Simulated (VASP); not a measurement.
Crystal: Hf2H5.

```xyz
7
Lattice="3.8062 0.0000 0.0000 0.0000 3.8062 0.0000 0.0000 0.0000 6.3116" Properties=species:S:1:pos:R:3 pbc="T T T"
Hf    1.9031    0.0000    2.2082
Hf    0.0000    1.9031    2.2082
H     0.0000    0.0000    2.4617
H     0.6061    0.6061    5.5235
H     3.2000    3.2000    5.5235
H     3.2000    0.6061    5.5235
H     0.6061    3.2000    5.5235
```

The cell was generated, and may not be a known phase.

* Program: VASP 6.6.1
* Task: relaxation of cell and atoms
* Functional: PBE
* Potentials or basis: VASP PAW PBE potentials, release 64 (Hf_pv, H)
* Cutoff: 600 eV
* k mesh: 4 × 4 × 3
* Occupations: gaussian, width 0.2 eV
* Spin: no spin polarisation

At the start: pressure 4.9 GPa; volume 13.06 Å³/atom.

Question: Where does the relaxation end?

Answer: Over 24 steps the energy falls by 1468.2 meV/atom and the volume is 8.32 Å³/atom (-36.3 %); space group P4mm (No. 99, to 0.1 Å) before, P4/mmm (No. 123, to 0.1 Å).

The path:
| step | energy change (eV) | largest force (eV/Å) | pressure (GPa) | volume (Å³) |
| --- | --- | --- | --- | --- |
| 1 | 0.0000 | 0.5169 | 4.90 | 91.44 |
| 2 | -0.7750 | 0.5190 | -3.26 | 96.54 |
| 3 | -1.2025 | 0.7081 | -9.10 | 101.18 |
| 4 | -1.6927 | 0.9087 | -16.39 | 109.02 |
| 5 | -1.5505 | 0.8971 | -13.70 | 105.78 |
| 6 | -2.1032 | 0.9677 | -15.24 | 103.78 |
| 7 | -3.7688 | 1.0831 | -19.19 | 96.45 |
| 8 | -6.3535 | 1.2896 | -17.61 | 75.44 |
| 9 | -6.0675 | 1.3858 | -20.81 | 80.68 |
| 10 | -7.4223 | 1.3745 | -13.21 | 69.10 |
| 11 | -7.7778 | 1.2887 | -3.71 | 62.08 |
| 12 | -7.7802 | 1.2759 | -1.65 | 60.96 |
| 13 | -8.2516 | 1.2770 | -0.39 | 59.76 |
| 14 | -9.3159 | 1.1209 | 5.25 | 56.05 |
| 15 | -8.0878 | 0.8757 | 38.46 | 48.26 |
| 16 | -9.3989 | 1.0222 | 11.04 | 53.87 |
| 17 | -9.8166 | 0.7389 | 4.17 | 56.32 |
| 18 | -10.0433 | 0.3844 | -2.81 | 59.65 |
| 19 | -10.0482 | 0.3500 | -3.68 | 60.17 |
| 20 | -10.1837 | 0.4529 | -1.19 | 58.85 |
| 21 | -10.2146 | 0.4869 | 0.80 | 57.95 |
| 22 | -10.2149 | 0.4896 | 1.10 | 57.83 |
| 23 | -10.2593 | 0.2562 | 0.24 | 58.01 |
| 24 | -10.2772 | 0.0632 | -0.43 | 58.21 |

Final structure:
```yaml
crystal:
  lattice:
    - [4.38743, 0.00000, 0.00000]
    - [0.00000, 4.38743, 0.00000]
    - [0.00000, 0.00000, 3.02415]
  atoms:
    - { symbol: Hf, position: [0.50000, 0.00000, 0.37055] }
    - { symbol: Hf, position: [0.00000, 0.50000, 0.37055] }
    - { symbol: H, position: [0.00000, 0.00000, 0.36363] }
    - { symbol: H, position: [0.25844, 0.25844, 0.87138] }
    - { symbol: H, position: [0.74156, 0.74156, 0.87138] }
    - { symbol: H, position: [0.74156, 0.25844, 0.87138] }
    - { symbol: H, position: [0.25844, 0.74156, 0.87138] }
```

Caveat: the k points lie up to 0.69 Å⁻¹ apart in the final cell, too coarse for converged energies and pressures of a metal; the volume moved by over 15 % at a fixed basis, so the end points are rough; an odd number of electrons without spin polarisation forces a metal; a magnetic or distorted state may lie lower; the relaxation stopped at a loose force limit of 0.08 eV/Å, so its end isn't a converged minimum.
